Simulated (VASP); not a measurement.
Input of a VASP 6.6.1 run:

The input INCAR:

```
SYSTEM = Li2O
ALGO = Normal ; EDIFF = 1E-6
ENCUT = 750 ; GGA = PS
GGA_COMPAT = .False. ; ISIF = 2
ISMEAR = 0 ; LASPH = .True.
LCHARG = .False. ; LREAL = .False.
LWAVE = .False. ; NBANDS = 13
NELM = 120 ; PREC = Accurate
SIGMA = 0.01
```

File KPOINTS:

```
k-points
0
Gamma
  4 4 4
  0 0 0
```

POSCAR

```
Li2O
1.0
    0.0000000000      2.3050000000      2.3050000000
    2.3050000000      0.0000000000      2.3050000000
    2.3050000000      2.3050000000      0.0000000000
Li O
2 1
Direct
    0.2500000000      0.2500000000      0.2500000000
    0.7500000000      0.7500000000      0.7500000000
    0.0000000000      0.0000000000      0.0000000000
```

Potentials or basis: VASP PAW PBE potentials, release 64 (Li_sv, O).

Run with:

```sh
$ cat potpaw_PBE.64/Li_sv/POTCAR potpaw_PBE.64/O/POTCAR > POTCAR
$ mpirun -np 1 vasp_std > vasp.out
```

Q: Estimate the pressure.

A: -1.5 GPa.

Q: What does it give for the band gap on the k mesh?

A: 4.83 eV (least direct gap 5.20 eV).

Caveat: the k points lie up to 0.59 Å⁻¹ apart; the PAW data sets were made with another functional, which shifts forces and pressure a little. A k mesh can miss the band edges.
